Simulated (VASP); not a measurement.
Set up this calculation in VASP 6.6.1, as the native input.

```yaml
Task: single point
Functional: PBE
Potentials_or_basis: VASP PAW PBE potentials, release 64 (Ti_sv)
Cutoff: 520 eV
k_mesh: 12 × 12 × 18
Occupations: gaussian, width 0.1 eV
Spin: no spin polarisation
Dipole_correction: no
Further_INCAR_settings: ALGO = Fast; EDIFF = 1e-06; NBANDS = 25
```

The structure of Ti lies in POSCAR:

```
Ti
1.0
    4.5795363021      0.0000000000      0.0000000000
   -2.2897681510      3.9659947751      0.0000000000
    0.0000000000      0.0000000000      2.8321726461
Ti
3
Direct
    0.0000000000      0.0000000000      0.0000000000
    0.3333333333      0.6666666667      0.5000000000
    0.6666666667      0.3333333333      0.5000000000
```

This isn't the form of Ti at room conditions, which is hcp.

The input as run:

INCAR

```
SYSTEM = Ti
PREC = Accurate ; ENCUT = 520
EDIFF = 1E-6 ; ISMEAR = 0
SIGMA = 0.1 ; LREAL = .False.
LASPH = .True. ; NELM = 100
ALGO = Fast ; ISIF = 2
LWAVE = .False. ; LCHARG = .False.
GGA = PE ; NBANDS = 25
```

KPOINTS

```
regular mesh
0
Gamma
  12 12 18
  0 0 0
```

Potentials or basis: VASP PAW PBE potentials, release 64 (Ti_sv).

The run is started by

```console
$ cat potpaw_PBE.64/Ti_sv/POTCAR > POTCAR
$ mpirun -np 1 vasp_std > vasp.out
```

Results of the run:

- Pressure: -0.4 GPa
- Band gap on the k mesh: zero (bands 18 and 19 overlap by 0.31 eV)

Wall time 12 min on 1 thread of AMD EPYC 7R13 Processor (Zen 3), with other jobs on the host, peak memory 0.28 GiB.
